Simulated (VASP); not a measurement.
Wanted: the native input for a VASP 6.6.1 run.

* Task: single point
* Functional: PBE
* Potentials or basis: VASP PAW PBE potentials, release 64 (K_sv, Br)
* Cutoff: 520 eV
* k mesh: 4 × 4 × 4
* Occupations: gaussian, width 0.01 eV
* Spin: no spin polarisation
* Dipole correction: no
* Further INCAR settings: ALGO = Normal; EDIFF = 1e-06; NBANDS = 15

The structure of KBr lies in POSCAR:

```
KBr
1.0
    0.0000000000      3.3187590733      3.3011016647
    3.3187590733      0.0000000000      3.3011016647
    3.3187590733      3.3187590733      0.0000000000
K Br
1 1
Direct
    0.0000000000      0.0000000000      0.0000000000
    0.5000000000      0.5000000000      0.5000000000
```

This cell differs from its parent crystal: epitaxial xy strain +0.5%.

One way to write it, as run:

INCAR

```
SYSTEM = KBr
PREC = Accurate
ENCUT = 520
EDIFF = 1E-6
ISMEAR = 0
SIGMA = 0.01
LREAL = .FALSE.
LASPH = .TRUE.
NELM = 100
ALGO = Normal
ISIF = 2
LWAVE = .FALSE.
LCHARG = .FALSE.
GGA = PE
NBANDS = 15
```

KPOINTS

```
regular mesh
0
G
  4 4 4
  0 0 0
```

Potentials or basis: VASP PAW PBE potentials, release 64 (K_sv, Br).

Run with:

```sh
$ cat potpaw_PBE.64/K_sv/POTCAR potpaw_PBE.64/Br/POTCAR > POTCAR
$ mpirun -np 1 vasp_std > vasp.out
```

It gave:

```
Pressure               : 0.6 GPa
Band gap on the k mesh : 4.40 eV
```

Caveat: the cell differs from its parent crystal (epitaxial xy strain +0.5%).

Wall time 26 s on 1 thread of Intel Xeon 8259CL, with other jobs on the host, peak memory 0.21 GiB.
